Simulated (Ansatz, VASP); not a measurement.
**One calculation of MgC2, two programs**

```
Mg C
1.0
     6.75246    0.00000    0.00000
    -3.37623    5.84780    0.00000
     0.00000    0.00000    5.27895
Mg C
1 2
Direct
  0.00000 0.00000 0.50000
  0.00000 0.00000 0.11745
  0.00000 0.00000 0.88255
```

Alike in both runs: task relaxation of cell and atoms; functional PBE; k mesh 6 × 6 × 4; occupations gaussian, width 0.02 eV; no spin polarisation.

|  | VASP | Ansatz |
| --- | --- | --- |
| version | VASP 6.6.1 | Ansatz 0.2.0 |
| potentials or method | VASP PAW PBE potentials, release 64 (Mg, C), cutoff 600 eV | scalar-relativistic, plane waves, PAW |
| valence electrons in the cell | 10 | 18 |

```csv
,VASP,Ansatz,Ansatz less VASP
"gap on the k mesh at the Fermi level, each at its own relaxed structure (eV)",3.97,3.98,+0.004
relaxed volume (Å³/atom),69.50,69.48,-0.016
relaxed cell length with the largest relative difference (Å),5.280,5.279,-0.0008
```

VASP's potentials hold 10 valence electrons a cell and Ansatz's 18, so a difference there can come from the potentials and not from the codes. Ansatz's warnings: xc potential rough in thin density.
